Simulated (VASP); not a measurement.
# BAs in VASP: further runs

Runs on BAs. Level: PBE. Tasks: single point.

Program: VASP 6.6.1. These are calculated values, not measurements. Logs are shortened: lines on timing, memory, paths and dates and some standing lists are left out, and cuts for length are marked.

### Step 1. The cell of the first run

The cell holds a slab with vacuum, 8 atoms: a = 3.400 Å, b = 3.400 Å, c = 24.023 Å, α = 90.00°, β = 90.00°, γ = 120.00°.

### Step 2. Single point, PBE

INCAR

```
PREC = Accurate ; ENCUT = 520
EDIFF = 1E-7 ; ISMEAR = 0
SIGMA = 0.05 ; LREAL = F
LASPH = T ; NELM = 80
ALGO = Normal ; ISIF = 2
LWAVE = F ; LCHARG = F
LDIPOL = T ; IDIPOL = 3
DIPOL = 0.5 0.5 0.500 ; GGA = PE
NBANDS = 26
```

KPOINTS

```
regular mesh
0
Gamma
  9 9 1
```

POSCAR

```
BAs
1.0
    3.4003508765      0.0000000000      0.0000000000
   -1.7001754383      2.9447902409      0.0000000000
    0.0000000000      0.0000000000     24.0232183101
As B
4 4
Direct
    0.0000000000      0.0000000000      0.3133030803
    0.3333333333      0.6666666667      0.4284336812
    0.6666666667      0.3333333333      0.5446525161
    0.0000000000      0.0000000000      0.6639173627
    0.3333333333      0.6666666667      0.3404054299
    0.6666666667      0.3333333333      0.4570842056
    0.0000000000      0.0000000000      0.5723806446
    0.3333333333      0.6666666667      0.6798230796
```

Potentials or basis: VASP PAW PBE potentials, release 64 (As, B).

Started as:

```bash
$ cat potpaw_PBE.64/As/POTCAR potpaw_PBE.64/B/POTCAR > POTCAR
$ mpirun -np 1 vasp_std > vasp.out
```

OUTCAR:

```text
PREC = Accurate
   ENCUT = 520
   EDIFF = 1E-7
   ISMEAR = 0
   LREAL = F
   LASPH = T
   NELM = 80
   ISIF = 2
   GGA = PE

 ion  position               nearest neighbor table
   1  0.000  0.000  0.313-   5 2.07   5 2.07   5 2.07
   2  0.333  0.667  0.428-   6 2.08   6 2.08   6 2.08   5 2.11
   3  0.667  0.333  0.545-   7 2.07   7 2.07   7 2.07   6 2.10
   4  0.000  0.000  0.664-   8 2.00   8 2.00   8 2.00   7 2.20
   5  0.333  0.667  0.340-   1 2.07   1 2.07   1 2.07   2 2.11
   6  0.667  0.333  0.457-   2 2.08   2 2.08   2 2.08   3 2.10
   7  0.000  0.000  0.572-   3 2.07   3 2.07   3 2.07   4 2.20
   8  0.333  0.667  0.680-   4 2.00   4 2.00   4 2.00

  LATTYP: Found a hexagonal cell.
 ALAT       =     3.4003508765
 C/A-ratio  =     7.0649233513

  Lattice vectors:

 A1 = (   3.4003508765,   0.0000000000,   0.0000000000)
 A2 = (  -1.7001754383,   2.9447902409,   0.0000000000)
 A3 = (   0.0000000000,   0.0000000000,  24.0232183101)

Analysis of symmetry for initial positions (statically):
=====================================================================
 Subroutine PRICEL returns:
 Original cell was already a primitive cell.

 Routine SETGRP: Setting up the symmetry group for a
 hexagonal supercell.

 Subroutine GETGRP returns: Found  6 space group operations
 (whereof  6 operations were pure point group operations)
 out of a pool of 24 trial point group operations.

The static configuration has the point symmetry C_3v.

Analysis of symmetry for dynamics (positions and initial velocities):
=====================================================================
 Subroutine PRICEL returns:
 Original cell was already a primitive cell.

 Routine SETGRP: Setting up the symmetry group for a
 hexagonal supercell.

 Subroutine GETGRP returns: Found  6 space group operations
 (whereof  6 operations were pure point group operations)
 out of a pool of 24 trial point group operations.

The dynamic configuration has the point symmetry C_3v.

 Subroutine INISYM returns: Found  6 space group operations
 (whereof  6 operations are pure point group operations),
 and found     1 'primitive' translations

----------------------------------------------------------------------------------------

                                     Primitive cell

  volume of cell :     240.5522

  direct lattice vectors                    reciprocal lattice vectors
     3.400350877  0.000000000  0.000000000     0.294087298  0.169791380  0.000000000
    -1.700175438  2.944790241  0.000000000     0.000000000  0.339582761  0.000000000
     0.000000000  0.000000000 24.023218310     0.000000000  0.000000000  0.041626396

  length of vectors
     3.400350877  3.400350877 24.023218310     0.339582761  0.339582761  0.041626396

  position of ions in fractional coordinates (direct lattice)
     0.000000000  0.000000000  0.313303080
     0.333333333  0.666666667  0.428433681
     0.666666667  0.333333333  0.544652516
     0.000000000  0.000000000  0.663917363
     0.333333333  0.666666667  0.340405430
     0.666666667  0.333333333  0.457084206
     0.000000000  0.000000000  0.572380645
     0.333333333  0.666666667  0.679823080

  ion indices of the primitive-cell ions
   primitive index   ion index
                 1           1
                 2           2
                 3           3
                 4           4
                 5           5
                 6           6
                 7           7
                 8           8

----------------------------------------------------------------------------------------

 KPOINTS: regular mesh

Automatic generation of k-mesh.
 Grid dimensions read from file:
 generate k-points for:    9    9    1

 Generating k-lattice:

  Cartesian coordinates                     Fractional coordinates (reciprocal lattice)
     0.032676366  0.018865709  0.000000000     0.111111111 -0.000000000  0.000000000
     0.000000000  0.037731418  0.000000000     0.000000000  0.111111111  0.000000000
     0.000000000  0.000000000  0.041626396     0.000000000  0.000000000  1.000000000

  Length of vectors
     0.037731418  0.037731418  0.041626396

  Shift w.r.t. Gamma in fractional coordinates (k-lattice)
     0.000000000  0.000000000  0.000000000

 Subroutine IBZKPT returns following result:
 ===========================================

 Found     12 irreducible k-points:

 Following reciprocal coordinates:
            Coordinates               Weight
  0.000000  0.000000  0.000000      1.000000
  0.111111  0.000000  0.000000      6.000000
  0.222222  0.000000  0.000000      6.000000
  0.333333  0.000000  0.000000      6.000000
  0.444444  0.000000  0.000000      6.000000
  0.111111  0.111111  0.000000      6.000000
  0.222222  0.111111  0.000000     12.000000
  0.333333  0.111111  0.000000     12.000000
  0.444444  0.111111  0.000000      6.000000
  0.222222  0.222222  0.000000      6.000000
  0.333333  0.222222  0.000000     12.000000
  0.333333  0.333333  0.000000      2.000000
   k-points           NKPTS =     12   k-points in BZ     NKDIM =     12   number of bands    NBANDS=     26
   number of dos      NEDOS =    301   number of ions     NIONS =      8
   total plane-waves  NPLWV = 141120
   dimension x,y,z NGX =    28 NGY =   28 NGZ =  180
   dimension x,y,z NGXF=    56 NGYF=   56 NGZF=  360
   ions per type =               4   4
   NGX,Y,Z   is equivalent  to a cutoff of  13.69, 13.69, 12.46 a.u.
   NGXF,Y,Z  is equivalent  to a cutoff of  27.38, 27.38, 24.91 a.u.
 SYSTEM =  unknown system
   PREC   = accura    normal or accurate (medium, high low for compatibility)
   ISTART =      0    job   : 0-new  1-cont  2-samecut
   ICHARG =      2    charge: 1-file 2-atom 10-const
   ISPIN  =      1    spin polarized calculation?
   LNONCOLLINEAR =      F non collinear calculations
   LSORBIT =      F    spin-orbit coupling
   LASPH  =      T    aspherical Exc in radial PAW
   ENCUT  =  520.0 eV  38.22 Ry    6.18 a.u.   6.32  6.32 44.67*2*pi/ulx,y,z
   NELM   =     80;   NELMIN=  2; NELMDL= -5     # of ELM steps
   EDIFF  = 0.1E-06   stopping-criterion for ELM
   LREAL  =      F    real-space projection
   EDIFFG = 0.1E-05   stopping-criterion for IOM
   NSW    =      0    number of steps for IOM
   IBRION =     -1    ionic relax: 0-MD 1-quasi-New 2-CG
   NFREE  =      0    steps in history (QN), initial steepest desc. (CG)
   ISIF   =      2    stress and relaxation
   ISYM   =      2    0-nonsym 1-usesym 2-fastsym
   POTIM  = 0.5000    time-step for ionic-motion
   TEBEG  =    0.0;   TEEND  =   0.0 temperature during run
   PSTRESS=    0.0 pullay stress
   NELECT =      32.0000    total number of electrons
   NUPDOWN=      -1.0000    fix difference up-down
   EMIN   =  10.00;   EMAX   =-10.00  energy-range for DOS
   EFERMI =   0.00;   METHOD = LEGACY
   ISMEAR =     0;   SIGMA  =   0.05  broadening in eV -4-tet -1-fermi 0-gaus
   EFERMI_NEDOS =   21; number of points for ismear=-14 and -15
   IALGO  =     38    algorithm
   IMIX   =      4    mixing-type and parameters
     AMIX     =   0.40;   BMIX     =  1.00
     AMIX_MAG =   1.60;   BMIX_MAG =  1.00
  volume/ion in A,a.u.               =      30.07       202.92
  Fermi-wavevector in a.u.,A,eV,Ry     =   0.835709  1.579261  9.502438  0.698409
  Thomas-Fermi vector in A             =   1.949312
   LORBIT       =      0    0 simple, 1 ext, 2 COOP (PROOUT), +10 PAW based schemes
   GGA     = PE    functional components
   LHFCALC =     F    Hartree Fock is set to
   AEXX    =    0.0000 exact exchange contribution
   IVDW    =     0    specifies the selected vdW correction
   LEPSILON=     F    determine dielectric tensor
   LRPA    =     F    only Hartree local field effects (RPA)
 non-spin polarized calculation
 Gauss-broadening in eV      SIGMA  =   0.05
  energy-cutoff  :      520.00
  volume of cell :      240.55
 maximum number of plane-waves:      6521
 NGX is ok and might be reduce to    28
   NGX = 13   NGY = 13   NGZ = 89

 dipolmoment           0.000000      0.000000      0.052264 electrons x Angstroem

 number of electron      32.0000000 magnetization

 dipolmoment           0.000000      0.000000     -0.067157 electrons x Angstroem

 Free energy of the ion-electron system (eV)
  ---------------------------------------------------
  ext. energy  EPLUGINS =         0.00000000
  ---------------------------------------------------
  free energy    TOTEN  =       -43.13138154 eV

  energy without entropy =      -43.11642739  energy(sigma->0) =      -43.12390447

 E-fermi :   0.1193     XC(G=0):  -5.4965

 val. band max:        0.1032523765   @ k =   0.2222   0.0000   0.0000
 cond. band min:       0.1205731532   @ k =   0.2222   0.1111   0.0000
 fundamental gap:      0.0173207767
 Fermi energy:         0.1193085400

 k-point     1 :       0.0000    0.0000    0.0000
  band No.  band energies     occupation
      1     -15.2195      2.00000
      2     -14.4349      2.00000
      3     -13.5316      2.00000
      4     -12.2700      2.00000
      5      -7.6797      2.00000
      6      -5.5849      2.00000
[... 18 lines left out ...]
     25       4.1847      0.00000
     26       4.3253      0.00000

 k-point     2 :       0.1111    0.0000    0.0000
  band No.  band energies     occupation
      1     -15.0450      2.00000
      2     -14.2637      2.00000
      3     -13.3646      2.00000
      4     -12.1028      2.00000
      5      -7.5481      2.00000
      6      -5.4764      2.00000
[... 18 lines left out ...]
     25       4.7775      0.00000
[... 260 lines left out ...]
     25       6.3320      0.00000
     26       6.7096      0.00000

 k-point    12 :       0.3333    0.3333    0.0000
  band No.  band energies     occupation
      1     -12.0406      2.00000
      2     -11.6879      2.00000
      3     -11.1758      2.00000
      4      -9.7968      2.00000
      5      -8.5741      2.00000
      6      -8.1329      2.00000
[... 18 lines left out ...]
     25       6.8921      0.00000
     26       7.1317      0.00000

------------------------ aborting loop because EDIFF is reached ----------------------------------------

 vacuum level on the upper side and lower side of the slab       (xc-potential included)        -0.613         0.581

  FORCE on cell =-STRESS in cart. coord.  units (eV):
  Direction    XX          YY          ZZ          XY          YZ          ZX
  --------------------------------------------------------------------------------------
  -------------------------------------------------------------------------------------
  Total        0.4184864      0.4184864      0.1880102     -0.0000000      0.0000000      0.0000000
  in kB        2.7872931      2.7872931      1.2522259     -0.0000000      0.0000000      0.0000000
  external PRESSURE =       2.2756041 kB  Pullay stress =       0.0000000 kB

 VOLUME and BASIS-vectors are now :
 -----------------------------------------------------------------------------
  energy-cutoff  :      520.00
  volume of cell :      240.55
      direct lattice vectors                 reciprocal lattice vectors
     3.400350877  0.000000000  0.000000000     0.294087298  0.169791380  0.000000000
    -1.700175438  2.944790241  0.000000000     0.000000000  0.339582761  0.000000000
     0.000000000  0.000000000 24.023218310     0.000000000  0.000000000  0.041626396

 POSITION                                       TOTAL-FORCE (eV/Angst)
 -----------------------------------------------------------------------------------
      0.00000      0.00000      7.52655         0.000000     -0.000000     -0.024059
     -0.00000      1.96319     10.29236        -0.000000      0.000000      0.004428
      1.70018      0.98160     13.08431        -0.000000      0.000000     -0.015895
      0.00000      0.00000     15.94943         0.000000      0.000000     -0.008378
     -0.00000      1.96319      8.17763         0.000000     -0.000000     -0.001123
      1.70018      0.98160     10.98063        -0.000000     -0.000000     -0.000217
      0.00000      0.00000     13.75043         0.000000     -0.000000      0.016981
     -0.00000      1.96319     16.33154         0.000000     -0.000000      0.028263
 -----------------------------------------------------------------------------------
    total drift:                                0.000000     -0.000000     -0.000115

  FREE ENERGIE OF THE ION-ELECTRON SYSTEM (eV)
  ---------------------------------------------------
  free  energy   TOTEN  =       -43.1313815429 eV

  energy  without entropy=      -43.1164273884  energy(sigma->0) =      -43.12390447

 vacuum level on the upper side and lower side of the slab         4.341         5.561
```

Run time: 3.4 min. Hardware: 1 thread of Intel Xeon Platinum 8259CL at 2.50GHz (Skylake/Cascade Lake), shared host; peak memory 0.38 GiB.

What came out:

* Free energy: -43.1314 eV
* Largest force: 0.028 eV/Å
* Band gap on the k mesh: zero (band 16 reaches 0.18 eV, above the bottom of band 17 at -0.02 eV)

Forces on the atoms (eV/Å):
```
As   0.000  0.000 -0.024
As   0.000  0.000  0.004
As   0.000  0.000 -0.016
As   0.000  0.000 -0.008
B    0.000  0.000 -0.001
B    0.000  0.000  0.000
B    0.000  0.000  0.017
B    0.000  0.000  0.028
```

(Continued in part 2 of 2.)
